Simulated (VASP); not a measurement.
# K7F8 (a cell with a defect) in VASP: single point with PBE

Aim: the single point of K7F8 (a cell with a defect) with PBE.

Everything below comes from runs of VASP 6.6.1. Logs are shortened: lines on timing, memory, paths and dates and some standing lists are left out, and cuts for length are marked.

### 1 The cell of the first run

The cell holds a defect, 15 atoms: a = 7.664 Å, b = 7.664 Å, c = 7.664 Å, α = 60.00°, β = 60.00°, γ = 60.00°.

### 2 Single point, PBE

INCAR

```
PREC = Accurate
ENCUT = 520
EDIFF = 1E-6
ISMEAR = 0
SIGMA = 0.05
LREAL = F
LASPH = T
NELM = 120
ALGO = Normal
ISIF = 2
LWAVE = F
LCHARG = T
GGA = PE
LELF = T
LVHAR = T
NELECT = 120.0
NBANDS = 72
GGA_COMPAT = F
```

KPOINTS

```
regular mesh
0
Gamma
  4 4 4
```

POSCAR

```
K7F8
1.0
    0.0000000000      5.4191884945     -5.4191884945
    5.4191884945      5.4191884945      0.0000000000
    5.4191884945      0.0000000000     -5.4191884945
K F
7 8
Direct
    0.5000000000     -0.2500000000      0.0000000000
    1.0000000000      0.5000000000      0.0000000000
    1.0000000000      0.0000000000      0.0000000000
    0.5000000000      0.5000000000      0.5000000000
    0.5000000000      0.0000000000      0.5000000000
    1.0000000000      0.5000000000      0.5000000000
    1.0000000000      0.0000000000      0.5000000000
    0.2374921466      0.7500000046      0.2625078534
    0.2374921466      0.2499999954      0.2625078534
    0.7562539244      0.7437460756      0.2562539244
    0.7562539290      0.2437460710      0.2562539290
    0.2437460710      0.7562539290      0.7437460710
    0.2437460756      0.2562539244      0.7437460756
    0.7625078534      0.7500000046      0.7374921466
    0.7625078534      0.2499999954      0.7374921466
```

Potentials or basis: VASP PAW PBE potentials, release 64 (K_sv, F).

The run is started by

```bash
$ cat potpaw_PBE.64/K_sv/POTCAR potpaw_PBE.64/F/POTCAR > POTCAR
$ mpirun -np 1 vasp_std > vasp.out
```

OUTCAR:

```text
PREC = Accurate
   ENCUT = 520
   EDIFF = 1E-6
   ISMEAR = 0
   LREAL = F
   LASPH = T
   NELM = 120
   ISIF = 2
   GGA = PE
   NELECT = 120.0

 ion  position               nearest neighbor table
   1  0.500  0.750  0.000-   8 2.01  14 2.01   2 3.32   4 3.32   5 3.32   3 3.32
   2  0.000  0.500  0.000-  10 2.71  13 2.71  12 2.71  11 2.71   9 2.71  14 2.71   1 3.32
   3  0.000  0.000  0.000-  10 2.71  13 2.71  12 2.71  11 2.71   8 2.71  15 2.71   1 3.32
   4  0.500  0.500  0.500-  10 2.71  13 2.71  12 2.71  11 2.71   8 2.71  15 2.71   1 3.32
   5  0.500  0.000  0.500-  10 2.71  13 2.71  12 2.71  11 2.71   9 2.71  14 2.71   1 3.32
   6  0.000  0.500  0.500-  10 2.64  13 2.64   8 2.64   9 2.64  14 2.64  15 2.64
   7  0.000  0.000  0.500-  11 2.64  12 2.64   8 2.64   9 2.64  14 2.64  15 2.64
   8  0.237  0.750  0.263-   1 2.01   7 2.64   6 2.64   3 2.71   4 2.71
   9  0.237  0.250  0.263-   7 2.64   6 2.64   2 2.71   5 2.71
  10  0.756  0.744  0.256-   6 2.64   3 2.71   4 2.71   5 2.71   2 2.71
  11  0.756  0.244  0.256-   7 2.64   3 2.71   4 2.71   5 2.71   2 2.71
  12  0.244  0.756  0.744-   7 2.64   3 2.71   4 2.71   5 2.71   2 2.71
  13  0.244  0.256  0.744-   6 2.64   3 2.71   4 2.71   5 2.71   2 2.71
  14  0.763  0.750  0.737-   1 2.01   7 2.64   6 2.64   2 2.71   5 2.71
  15  0.763  0.250  0.737-   7 2.64   6 2.64   3 2.71   4 2.71

  LATTYP: Found a face centered cubic cell.
 ALAT       =    10.8383769890

  Lattice vectors:

 A1 = (   0.0000000000,   5.4191884945,  -5.4191884945)
 A2 = (   5.4191884945,   5.4191884945,   0.0000000000)
 A3 = (   5.4191884945,   0.0000000000,  -5.4191884945)

Analysis of symmetry for initial positions (statically):
=====================================================================
 Subroutine PRICEL returns:
 Original cell was already a primitive cell.

 Routine SETGRP: Setting up the symmetry group for a
 face centered cubic supercell.

 Subroutine GETGRP returns: Found  8 space group operations
 (whereof  2 operations were pure point group operations)
 out of a pool of 48 trial point group operations.

The static configuration has the point symmetry C_1h.
 The point group associated with its full space group is D_2h.

Analysis of symmetry for dynamics (positions and initial velocities):
=====================================================================
 Subroutine PRICEL returns:
 Original cell was already a primitive cell.

 Routine SETGRP: Setting up the symmetry group for a
 face centered cubic supercell.

 Subroutine GETGRP returns: Found  8 space group operations
 (whereof  2 operations were pure point group operations)
 out of a pool of 48 trial point group operations.

The dynamic configuration has the point symmetry C_1h.
 The point group associated with its full space group is D_2h.

 Subroutine INISYM returns: Found  8 space group operations
 (whereof  2 operations are pure point group operations),
 and found     1 'primitive' translations

----------------------------------------------------------------------------------------

                                     Primitive cell

  volume of cell :     318.2972

  direct lattice vectors                    reciprocal lattice vectors
     0.000000000  5.419188495 -5.419188495    -0.092264737  0.092264737 -0.092264737
     5.419188495  5.419188495  0.000000000     0.092264737  0.092264737  0.092264737
     5.419188495  0.000000000 -5.419188495     0.092264737 -0.092264737 -0.092264737

  length of vectors
     7.663889866  7.663889866  7.663889866     0.159807212  0.159807212  0.159807212

  position of ions in fractional coordinates (direct lattice)
     0.500000000  0.750000000  0.000000000
     0.000000000  0.500000000  0.000000000
     0.000000000  0.000000000  0.000000000
     0.500000000  0.500000000  0.500000000
     0.500000000  0.000000000  0.500000000
     0.000000000  0.500000000  0.500000000
     0.000000000  0.000000000  0.500000000
     0.237492147  0.750000005  0.262507853
     0.237492147  0.249999995  0.262507853
     0.756253924  0.743746076  0.256253924
     0.756253929  0.243746071  0.256253929
     0.243746071  0.756253929  0.743746071
     0.243746076  0.256253924  0.743746076
     0.762507853  0.750000005  0.737492147
     0.762507853  0.249999995  0.737492147

  ion indices of the primitive-cell ions
   primitive index   ion index
                 1           1
                 2           2
                 3           3
                 4           4
                 5           5
                 6           6
                 7           7
                 8           8
                 9           9
                10          10
                11          11
                12          12
                13          13
                14          14
                15          15

----------------------------------------------------------------------------------------

 KPOINTS: regular mesh

Automatic generation of k-mesh.
 Grid dimensions read from file:
 generate k-points for:    4    4    4

 Generating k-lattice:

  Cartesian coordinates                     Fractional coordinates (reciprocal lattice)
    -0.023066184  0.023066184 -0.023066184     0.250000000  0.000000000  0.000000000
     0.023066184  0.023066184  0.023066184     0.000000000  0.250000000  0.000000000
     0.023066184 -0.023066184 -0.023066184     0.000000000  0.000000000  0.250000000

  Length of vectors
     0.039951803  0.039951803  0.039951803

  Shift w.r.t. Gamma in fractional coordinates (k-lattice)
     0.000000000  0.000000000  0.000000000

 Subroutine IBZKPT returns following result:
 ===========================================

 Found     18 irreducible k-points:

 Following reciprocal coordinates:
            Coordinates               Weight
  0.000000  0.000000  0.000000      1.000000
  0.250000  0.000000  0.000000      4.000000
  0.000000  0.250000  0.000000      4.000000
  0.500000  0.000000  0.000000      2.000000
  0.000000  0.500000  0.000000      2.000000
  0.250000  0.250000  0.000000      4.000000
[... 10 lines left out ...]
 -0.250000  0.500000  0.250000      2.000000
  0.250000 -0.250000  0.500000      4.000000
   k-points           NKPTS =     18   k-points in BZ     NKDIM =     18   number of bands    NBANDS=     72
   number of dos      NEDOS =    301   number of ions     NIONS =     15
   total plane-waves  NPLWV = 216000
   dimension x,y,z NGX =    60 NGY =   60 NGZ =   60
   dimension x,y,z NGXF=   120 NGYF=  120 NGZF=  120
   ions per type =               7   8
   NGX,Y,Z   is equivalent  to a cutoff of  13.02, 13.02, 13.02 a.u.
   NGXF,Y,Z  is equivalent  to a cutoff of  26.03, 26.03, 26.03 a.u.
 SYSTEM =  unknown system
   PREC   = accura    normal or accurate (medium, high low for compatibility)
   ISTART =      0    job   : 0-new  1-cont  2-samecut
   ICHARG =      2    charge: 1-file 2-atom 10-const
   ISPIN  =      1    spin polarized calculation?
   LNONCOLLINEAR =      F non collinear calculations
   LSORBIT =      F    spin-orbit coupling
   LASPH  =      T    aspherical Exc in radial PAW
   ENCUT  =  520.0 eV  38.22 Ry    6.18 a.u.  14.25 14.25 14.25*2*pi/ulx,y,z
   NELM   =    120;   NELMIN=  2; NELMDL= -5     # of ELM steps
   EDIFF  = 0.1E-05   stopping-criterion for ELM
   LREAL  =      F    real-space projection
   EDIFFG = 0.1E-04   stopping-criterion for IOM
   NSW    =      0    number of steps for IOM
   IBRION =     -1    ionic relax: 0-MD 1-quasi-New 2-CG
   NFREE  =      0    steps in history (QN), initial steepest desc. (CG)
   ISIF   =      2    stress and relaxation
   ISYM   =      2    0-nonsym 1-usesym 2-fastsym
   POTIM  = 0.5000    time-step for ionic-motion
   TEBEG  =    0.0;   TEEND  =   0.0 temperature during run
   PSTRESS=    0.0 pullay stress
   NELECT =     120.0000    total number of electrons
   NUPDOWN=      -1.0000    fix difference up-down
   EMIN   =  10.00;   EMAX   =-10.00  energy-range for DOS
   EFERMI =   0.00;   METHOD = LEGACY
   ISMEAR =     0;   SIGMA  =   0.05  broadening in eV -4-tet -1-fermi 0-gaus
   EFERMI_NEDOS =   21; number of points for ismear=-14 and -15
   IALGO  =     38    algorithm
   IMIX   =      4    mixing-type and parameters
     AMIX     =   0.40;   BMIX     =  1.00
     AMIX_MAG =   1.60;   BMIX_MAG =  1.00
  volume/ion in A,a.u.               =      21.22       143.20
  Fermi-wavevector in a.u.,A,eV,Ry     =   1.182654  2.234892 19.030063  1.398670
  Thomas-Fermi vector in A             =   2.318904
   LORBIT       =      0    0 simple, 1 ext, 2 COOP (PROOUT), +10 PAW based schemes
   GGA     = PE    functional components
   LHFCALC =     F    Hartree Fock is set to
   AEXX    =    0.0000 exact exchange contribution
   IVDW    =     0    specifies the selected vdW correction
   LEPSILON=     F    determine dielectric tensor
   LRPA    =     F    only Hartree local field effects (RPA)
 non-spin polarized calculation
 Gauss-broadening in eV      SIGMA  =   0.05
  energy-cutoff  :      520.00
  volume of cell :      318.30
 maximum number of plane-waves:      8616
 NGX is ok and might be reduce to    60
   NGX = 29   NGY = 29   NGZ = 29

 number of electron     120.0000007 magnetization

 Free energy of the ion-electron system (eV)
  ---------------------------------------------------
  ext. energy  EPLUGINS =         0.00000000
  ---------------------------------------------------
  free energy    TOTEN  =       -60.59153296 eV

  energy without entropy =      -60.59153296  energy(sigma->0) =      -60.59153296

 E-fermi :  -2.3382     XC(G=0):  -7.8338

 val. band max:       -2.5675291327   @ k =   0.0000   0.0000   0.0000
 cond. band min:       2.4443181581   @ k =   0.0000   0.0000   0.0000
 fundamental gap:      5.0118472908
 Fermi energy:        -2.3382254091

 k-point     1 :       0.0000    0.0000    0.0000
  band No.  band energies     occupation
      1     -29.8916      2.00000
      2     -29.8454      2.00000
      3     -29.8449      2.00000
      4     -29.8278      2.00000
      5     -29.6384      2.00000
      6     -29.3583      2.00000
[... 64 lines left out ...]
     71       6.6212      0.00000
     72       6.6363      0.00000

 k-point     2 :       0.2500    0.0000    0.0000
  band No.  band energies     occupation
      1     -29.8840      2.00000
      2     -29.8498      2.00000
      3     -29.8441      2.00000
      4     -29.8318      2.00000
      5     -29.6374      2.00000
      6     -29.3596      2.00000
[... 64 lines left out ...]
     71       6.4746      0.00000
     72       6.5790      0.00000

 k-point     3 :       0.0000    0.2500    0.0000
  band No.  band energies     occupation
      1     -29.8856      2.00000
      2     -29.8511      2.00000
      3     -29.8424      2.00000
      4     -29.8303      2.00000
      5     -29.6383      2.00000
      6     -29.3552      2.00000
[... 1114 lines left out ...]
     71       6.2940      0.00000
     72       6.5252      0.00000

 k-point    18 :       0.2500   -0.2500    0.5000
  band No.  band energies     occupation
      1     -29.8648      2.00000
      2     -29.8643      2.00000
      3     -29.8484      2.00000
      4     -29.8316      2.00000
      5     -29.6374      2.00000
      6     -29.3571      2.00000
[... 64 lines left out ...]
     71       6.1795      0.00000
     72       6.3879      0.00000

------------------------ aborting loop because EDIFF is reached ----------------------------------------

  FORCE on cell =-STRESS in cart. coord.  units (eV):
  Direction    XX          YY          ZZ          XY          YZ          ZX
  --------------------------------------------------------------------------------------
  -------------------------------------------------------------------------------------
  Total       11.8872103     11.8872103      3.2913866    -10.1736285      0.0000000     -0.0000000
  in kB       59.8353400     59.8353400     16.5674897    -51.2098722      0.0000000     -0.0000000
  external PRESSURE =      45.4127232 kB  Pullay stress =       0.0000000 kB

 VOLUME and BASIS-vectors are now :
 -----------------------------------------------------------------------------
  energy-cutoff  :      520.00
  volume of cell :      318.30
      direct lattice vectors                 reciprocal lattice vectors
     0.000000000  5.419188495 -5.419188495    -0.092264737  0.092264737 -0.092264737
     5.419188495  5.419188495  0.000000000     0.092264737  0.092264737  0.092264737
     5.419188495  0.000000000 -5.419188495     0.092264737 -0.092264737 -0.092264737

 POSITION                                       TOTAL-FORCE (eV/Angst)
 -----------------------------------------------------------------------------------
      4.06439      6.77399     -2.70959         0.000000     -0.000000     -0.000000
      2.70959      2.70959      0.00000        -0.201279      0.201279     -0.531481
      0.00000      0.00000      0.00000         0.201279     -0.201279      0.531481
      5.41919      5.41919     -5.41919         0.201279     -0.201279     -0.531481
      2.70959      2.70959     -5.41919        -0.201279      0.201279      0.531481
      5.41919      2.70959     -2.70959        -0.192666     -0.192666     -0.000000
      2.70959      0.00000     -2.70959         0.192666      0.192666      0.000000
      5.48697      5.35141     -2.70959         3.088411     -3.088411      0.000000
      2.77738      2.64181     -2.70959         0.227750     -0.227750      0.000000
      5.41919      8.12878     -5.48697        -0.116682     -0.116682      0.047467
      2.70959      5.41919     -5.48697         0.116682      0.116682      0.047467
      8.12878      5.41919     -5.35141         0.116682      0.116682     -0.047467
      5.41919      2.70959     -5.35141        -0.116682     -0.116682     -0.047467
      8.06100      8.19657     -8.12878        -3.088411      3.088411      0.000000
      5.35141      5.48697     -8.12878        -0.227750      0.227750      0.000000
 -----------------------------------------------------------------------------------
    total drift:                               -0.000007     -0.000007      0.000000

  FREE ENERGIE OF THE ION-ELECTRON SYSTEM (eV)
  ---------------------------------------------------
  free  energy   TOTEN  =       -60.5915329602 eV

  energy  without entropy=      -60.5915329602  energy(sigma->0) =      -60.59153296
```

Run time: 9.8 min. Hardware: 1 thread of Intel Xeon Platinum 8488C (Sapphire Rapids), shared host; peak memory 0.65 GiB.

Results:

```
Free energy   : -60.5915 eV
Largest force : 4.368 eV/Å
```

Forces in eV/Å, atoms in the order of the input:
```
K    0.000  0.000  0.000
K   -0.201  0.201 -0.531
K    0.201 -0.201  0.531
K    0.201 -0.201 -0.531
K   -0.201  0.201  0.531
K   -0.193 -0.193  0.000
K    0.193  0.193  0.000
F    3.088 -3.088  0.000
F    0.228 -0.228  0.000
F   -0.117 -0.117  0.047
F    0.117  0.117  0.047
F    0.117  0.117 -0.047
F   -0.117 -0.117 -0.047
F   -3.088  3.088  0.000
F   -0.228  0.228  0.000
```

Levels at points of the mesh, in eV from the Fermi level:
```csv
k point,band 57,band 58,band 59,band 60,band 61,band 62,band 63,band 64
"(0.00, 0.00, 0.00)",-0.48,-0.41,-0.41,-0.23,4.78,7.27,7.53,7.62
"(0.50, 0.00, 0.00)",-0.43,-0.42,-0.36,-0.36,5.92,6.40,7.65,7.72
"(0.00, 0.50, 0.00)",-0.50,-0.46,-0.36,-0.24,6.04,6.35,7.52,7.79
"(0.50, 0.50, 0.00)",-0.44,-0.43,-0.40,-0.35,6.19,6.64,7.52,7.63
"(0.50, 0.00, 0.50)",-0.51,-0.44,-0.42,-0.24,6.35,6.53,7.25,7.65
```

Caveat: the cell carries a net charge on a neutralising background, which shifts energy and pressure; the cell is charged against a uniform background, so pressure and absolute levels hang on convention.
